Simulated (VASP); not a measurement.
# Sb (I4/mmm) in VASP: single point with PBEsol

Aim: the single point of Sb with PBEsol.

All numbers are computed with VASP 6.6.1; they aren't measurements. Logs are shortened: lines on timing, memory, paths and dates and some standing lists are left out, and cuts for length are marked.

### 1 The cell of the first run

Symmetry: I4/mmm, No. 139, tetragonal system. The conventional cell has a = 3.135 Å, b = 3.135 Å, c = 5.393 Å, α = 90.00°, β = 90.00°, γ = 90.00°. Sb (site symmetry 4/mmm) has 12 Sb at 3.14 to 3.49 Å within 4.1 Å.

### 2 Single point, PBEsol

Input file INCAR:

```
SYSTEM = Sb
PREC     = Accurate       ! precision mode
ENCUT    = 520            ! plane-wave cutoff, eV
EDIFF    = 1E-6           ! SCF threshold, eV
ISMEAR   = 0              ! smearing method
SIGMA    = 0.05           ! smearing width, eV
LREAL    = .False.        ! projectors in reciprocal space
LASPH    = .True.         ! aspherical terms in the spheres
NELM     = 60             ! most SCF steps
ALGO     = Normal         ! electronic algorithm
ISIF     = 2              ! what is computed and relaxed
LWAVE    = .False.        ! write WAVECAR
LCHARG   = .False.        ! write CHGCAR
GGA      = PS             ! functional
NBANDS   = 8              ! bands
```

Input file KPOINTS:

```
Automatic mesh
0
Gamma
  15 15 18
  0 0 0
```

Input file POSCAR:

```
Sb
1.0
   -1.5676561289      1.5676561289      2.6966581007
    1.5676561289     -1.5676561289      2.6966581007
    1.5676561289      1.5676561289     -2.6966581007
Sb
1
Direct
    0.0000000000      0.0000000000      0.0000000000
```

Potentials or basis: VASP PAW PBE potentials, release 64 (Sb).

Launch:

```bash
$ cat potpaw_PBE.64/Sb/POTCAR > POTCAR
$ mpirun -np 1 vasp_std > vasp.out
```

OUTCAR:

```text
SYSTEM = Sb
   PREC = Accurate
   ENCUT = 520
   EDIFF = 1E-6
   ISMEAR = 0
   LREAL = .False.
   LASPH = .True.
   NELM = 60
   ISIF = 2
   GGA = PS

 ion  position               nearest neighbor table
   1  0.000  0.000  0.000-

  LATTYP: Found a body centered tetragonal cell.
 ALAT       =     3.1353122578
 C/A-ratio  =     1.7201847082

  Lattice vectors:

 A1 = (  -1.5676561289,   1.5676561289,   2.6966581007)
 A2 = (   1.5676561289,  -1.5676561289,   2.6966581007)
 A3 = (   1.5676561289,   1.5676561289,  -2.6966581007)

Analysis of symmetry for initial positions (statically):
=====================================================================
 Subroutine PRICEL returns:
 Original cell was already a primitive cell.

 Routine SETGRP: Setting up the symmetry group for a
 body centered tetragonal supercell.

 Subroutine GETGRP returns: Found 16 space group operations
 (whereof 16 operations were pure point group operations)
 out of a pool of 16 trial point group operations.

The static configuration has the point symmetry D_4h.

Analysis of symmetry for dynamics (positions and initial velocities):
=====================================================================
 Subroutine PRICEL returns:
 Original cell was already a primitive cell.

 Routine SETGRP: Setting up the symmetry group for a
 body centered tetragonal supercell.

 Subroutine GETGRP returns: Found 16 space group operations
 (whereof 16 operations were pure point group operations)
 out of a pool of 16 trial point group operations.

The dynamic configuration has the point symmetry D_4h.

 Subroutine INISYM returns: Found 16 space group operations
 (whereof 16 operations are pure point group operations),
 and found     1 'primitive' translations

----------------------------------------------------------------------------------------

                                     Primitive cell

  volume of cell :      26.5086

  direct lattice vectors                    reciprocal lattice vectors
    -1.567656129  1.567656129  2.696658101     0.000000000  0.318947498  0.185414680
     1.567656129 -1.567656129  2.696658101     0.318947498  0.000000000  0.185414680
     1.567656129  1.567656129 -2.696658101     0.318947498  0.318947498  0.000000000

  length of vectors
     3.490996475  3.490996475  3.490996475     0.368925616  0.368925616  0.451059877

  position of ions in fractional coordinates (direct lattice)
     0.000000000  0.000000000  0.000000000

  ion indices of the primitive-cell ions
   primitive index   ion index
                 1           1

----------------------------------------------------------------------------------------

 KPOINTS: Automatic mesh

Automatic generation of k-mesh.
 Grid dimensions read from file:
 generate k-points for:   15   15   18

 Generating k-lattice:

  Cartesian coordinates                     Fractional coordinates (reciprocal lattice)
     0.000000000  0.021263167  0.012360979     0.066666667  0.000000000  0.000000000
     0.021263167  0.000000000  0.012360979     0.000000000  0.066666667  0.000000000
     0.017719305  0.017719305  0.000000000     0.000000000  0.000000000  0.055555556

  Length of vectors
     0.024595041  0.024595041  0.025058882

  Shift w.r.t. Gamma in fractional coordinates (k-lattice)
     0.000000000  0.000000000  0.000000000

 -----------------------------------------------------------------------------
|                                                                             |
|           W    W    AA    RRRRR   N    N  II  N    N   GGGG   !!!           |
|           W    W   A  A   R    R  NN   N  II  NN   N  G    G  !!!           |
|           W    W  A    A  R    R  N N  N  II  N N  N  G       !!!           |
|           W WW W  AAAAAA  RRRRR   N  N N  II  N  N N  G  GGG   !            |
|           WW  WW  A    A  R   R   N   NN  II  N   NN  G    G                |
|           W    W  A    A  R    R  N    N  II  N    N   GGGG   !!!           |
|                                                                             |
|     Your reciprocal lattice and k-lattice belong to different lattice       |
|     classes:                                                                |
|                                                                             |
|        The reciprocal lattice is body-centered tetragonal,                  |
|        whereas your k-lattice is base-centered monoclinic.                  |
|                                                                             |
|     Results are often still useful ...                                      |
|                                                                             |
 -----------------------------------------------------------------------------

 WARNING: IBZKPT: internal override: KBLOWUP is changed to .FALSE.
      ... skipping the blow-up phase ...

 Subroutine IBZKPT returns following result:
 ===========================================

 Found   1004 irreducible k-points:

 Following reciprocal coordinates:
            Coordinates               Weight
  0.000000  0.000000  0.000000      1.000000
  0.066667 -0.000000  0.000000      4.000000
  0.133333  0.000000  0.000000      4.000000
  0.200000  0.000000 -0.000000      4.000000
  0.266667  0.000000  0.000000      4.000000
  0.333333  0.000000  0.000000      8.000000
[... 16 lines left out ...]
  0.133333  0.133333  0.000000      2.000000
  0.200000  0.133333  0.000000      8.000000
 [... further k-points ...]
   k-points           NKPTS =   1004   k-points in BZ     NKDIM =   1004   number of bands    NBANDS=      8
   number of dos      NEDOS =    301   number of ions     NIONS =      1
   total plane-waves  NPLWV =  21952
   dimension x,y,z NGX =    28 NGY =   28 NGZ =   28
   dimension x,y,z NGXF=    56 NGYF=   56 NGZF=   56
   ions per type =               1
   NGX,Y,Z   is equivalent  to a cutoff of  13.33, 13.33, 13.33 a.u.
   NGXF,Y,Z  is equivalent  to a cutoff of  26.67, 26.67, 26.67 a.u.
 SYSTEM =  Sb
   PREC   = accura    normal or accurate (medium, high low for compatibility)
   ISTART =      0    job   : 0-new  1-cont  2-samecut
   ICHARG =      2    charge: 1-file 2-atom 10-const
   ISPIN  =      1    spin polarized calculation?
   LNONCOLLINEAR =      F non collinear calculations
   LSORBIT =      F    spin-orbit coupling
   LASPH  =      T    aspherical Exc in radial PAW
   ENCUT  =  520.0 eV  38.22 Ry    6.18 a.u.   6.49  6.49  6.49*2*pi/ulx,y,z
   NELM   =     60;   NELMIN=  2; NELMDL= -5     # of ELM steps
   EDIFF  = 0.1E-05   stopping-criterion for ELM
   LREAL  =      F    real-space projection
   EDIFFG = 0.1E-04   stopping-criterion for IOM
   NSW    =      0    number of steps for IOM
   IBRION =     -1    ionic relax: 0-MD 1-quasi-New 2-CG
   NFREE  =      0    steps in history (QN), initial steepest desc. (CG)
   ISIF   =      2    stress and relaxation
   ISYM   =      2    0-nonsym 1-usesym 2-fastsym
   POTIM  = 0.5000    time-step for ionic-motion
   TEBEG  =    0.0;   TEEND  =   0.0 temperature during run
   PSTRESS=    0.0 pullay stress
   NELECT =       5.0000    total number of electrons
   NUPDOWN=      -1.0000    fix difference up-down
   EMIN   =  10.00;   EMAX   =-10.00  energy-range for DOS
   EFERMI =   0.00;   METHOD = LEGACY
   ISMEAR =     0;   SIGMA  =   0.05  broadening in eV -4-tet -1-fermi 0-gaus
   EFERMI_NEDOS =   21; number of points for ismear=-14 and -15
   IALGO  =     38    algorithm
   IMIX   =      4    mixing-type and parameters
     AMIX     =   0.40;   BMIX     =  1.00
     AMIX_MAG =   1.60;   BMIX_MAG =  1.00
  volume/ion in A,a.u.               =      26.51       178.89
  Fermi-wavevector in a.u.,A,eV,Ry     =   0.938863  1.774194 11.993048  0.881464
  Thomas-Fermi vector in A             =   2.066118
   LORBIT       =      0    0 simple, 1 ext, 2 COOP (PROOUT), +10 PAW based schemes
   GGA     = PS    functional components
   LHFCALC =     F    Hartree Fock is set to
   AEXX    =    0.0000 exact exchange contribution
   IVDW    =     0    specifies the selected vdW correction
   LEPSILON=     F    determine dielectric tensor
   LRPA    =     F    only Hartree local field effects (RPA)
 non-spin polarized calculation
 Gauss-broadening in eV      SIGMA  =   0.05
  energy-cutoff  :      520.00
  volume of cell :       26.51
 maximum number of plane-waves:       739
 NGX is ok and might be reduce to    28
   NGX = 13   NGY = 13   NGZ = 13

 number of electron       5.0000000 magnetization

 Free energy of the ion-electron system (eV)
  ---------------------------------------------------
  ext. energy  EPLUGINS =         0.00000000
  ---------------------------------------------------
  free energy    TOTEN  =        -4.31219400 eV

  energy without entropy =       -4.31132180  energy(sigma->0) =       -4.31175790

 E-fermi :   8.5792     XC(G=0): -10.3905

 val. band max:        8.5780795102   @ k =   0.4000   0.2667   0.1667
 cond. band min:       8.5833385207   @ k =  -0.1333  -0.2667   0.1111
 fundamental gap:      0.0052590105
 Fermi energy:         8.5792287240

 k-point     1 :       0.0000    0.0000    0.0000
  band No.  band energies     occupation
      1      -4.5061      2.00000
      2      13.3533      0.00000
      3      14.1382      0.00000
      4      14.1382      0.00000
      5      18.0575      0.00000
      6      19.2462      0.00000
      7      19.3481      0.00000
      8      19.4097      0.00000

 k-point     2 :       0.0667   -0.0000    0.0000
  band No.  band energies     occupation
      1      -4.4154      2.00000
      2      12.9419      0.00000
      3      13.4721      0.00000
      4      14.1171      0.00000
      5      17.9940      0.00000
      6      18.4031      0.00000
      7      19.2016      0.00000
      8      19.5587      0.00000

 k-point     3 :       0.1333    0.0000    0.0000
  band No.  band energies     occupation
      1      -4.1439      2.00000
      2      11.3207      0.00000
      3      12.7567      0.00000
      4      14.0680      0.00000
      5      17.0694      0.00000
      6      18.2677      0.00000
      7      19.7450      0.00000
      8      19.9764      0.00000

 k-point     4 :       0.2000    0.0000   -0.0000
  band No.  band energies     occupation
      1      -3.6947      2.00000
      2       9.3251      0.00000
      3      12.0913      0.00000
      4      14.0211      0.00000
      5      16.2815      0.00000
      6      18.0899      0.00000
      7      20.5468      0.00000
      8      20.7267      0.00000

 k-point     5 :       0.2667    0.0000    0.0000
  band No.  band energies     occupation
      1      -3.0751      2.00000
      2       7.3512      2.00000
      3      11.4722      0.00000
      4      14.0007      0.00000
      5      15.6651      0.00000
      6      18.0299      0.00000
      7      20.7477      0.00000
      8      21.6338      0.00000
[... 177 lines left out ...]
 k-point    22 :      -0.0667    0.0667    0.0000
  band No.  band energies     occupation
      1      -4.3695      2.00000
      2      13.0966      0.00000
      3      13.3870      0.00000
      4      13.5942      0.00000
      5      17.7275      0.00000
      6      18.8627      0.00000
      7      18.9380      0.00000
      8      19.4170      0.00000

 k-point    23 :       0.1333    0.1333    0.0000
  band No.  band energies     occupation
      1      -3.6062      2.00000
      2      10.1192      0.00000
      3      11.0083      0.00000
      4      12.5729      0.00000
      5      17.3979      0.00000
      6      17.8605      0.00000
      7      19.7477      0.00000
      8      20.8571      0.00000

 k-point    24 :       0.2000    0.1333    0.0000
  band No.  band energies     occupation
      1      -3.0743      2.00000
      2       8.5414      1.71528
      3      10.3663      0.00000
      4      12.0555      0.00000
      5      16.9042      0.00000
      6      18.2476      0.00000
      7      20.0503      0.00000
      8      20.2402      0.00000

 [... further k-points ...]
[... 5 lines left out ...]
  --------------------------------------------------------------------------------------
  -------------------------------------------------------------------------------------
  Total        0.0028954      0.0028954     -0.0665189      0.0000000      0.0000000      0.0000000
  in kB        0.1749974      0.1749974     -4.0203872      0.0000000      0.0000000      0.0000000
  external PRESSURE =      -1.2234641 kB  Pullay stress =       0.0000000 kB

 VOLUME and BASIS-vectors are now :
 -----------------------------------------------------------------------------
  energy-cutoff  :      520.00
  volume of cell :       26.51
      direct lattice vectors                 reciprocal lattice vectors
    -1.567656129  1.567656129  2.696658101     0.000000000  0.318947498  0.185414680
     1.567656129 -1.567656129  2.696658101     0.318947498  0.000000000  0.185414680
     1.567656129  1.567656129 -2.696658101     0.318947498  0.318947498  0.000000000

 POSITION                                       TOTAL-FORCE (eV/Angst)
 -----------------------------------------------------------------------------------
      0.00000      0.00000      0.00000         0.000000      0.000000      0.000000
 -----------------------------------------------------------------------------------
    total drift:                               -0.000000      0.000000      0.000000

  FREE ENERGIE OF THE ION-ELECTRON SYSTEM (eV)
  ---------------------------------------------------
  free  energy   TOTEN  =        -4.3121939975 eV

  energy  without entropy=       -4.3113218039  energy(sigma->0) =       -4.31175790
```

Run time: 2.8 min. Hardware: 1 thread of Intel Xeon Platinum 8375C at 2.90GHz (Ice Lake), shared host; peak memory 0.33 GiB.

Results:

* Free energy: -4.3122 eV
* Pressure: -0.1 GPa

Caveat: the PAW data sets were made with another functional, which shifts forces and pressure a little; spin-orbit coupling is left out, which moves the levels of the heavy elements.
